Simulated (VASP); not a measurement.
Au:

```
CELL_PARAMETERS angstrom
0.00000 2.05681 2.05681
2.05681 0.00000 2.05681
2.05681 2.05681 0.00000
ATOMIC_POSITIONS crystal
Au 0.00000 0.00000 0.00000
```

Base run:

```yaml
Program: VASP 6.6.1
Functional: PBEsol
Potentials_or_basis: VASP PAW PBE potentials, release 64 (Au)
Cutoff: 520 eV
k_mesh: 12 × 12 × 12
Occupations: fermi-dirac, width 0.06 eV
Spin: no spin polarisation
```

Its results: pressure -3.9 GPa.

Q: After a change of settings the same cell gave: pressure 4.7 GPa. Which change was it?
A. functional from PBEsol to PBE
B. functional from PBEsol to r2SCAN; cutoff from 520 eV to 550 eV; k mesh from 12 × 12 × 12 to 6 × 6 × 6
C. functional from PBEsol to LDA; potentials or basis from VASP PAW PBE potentials, release 64 (Au) to VASP PAW LDA potentials, release 64 (Au)

A: A.

PBE binds less tightly than PBEsol, so the same cell stands under more pressure.

Caveats: the PAW data sets were made with another functional, which shifts forces and pressure a little (some runs).
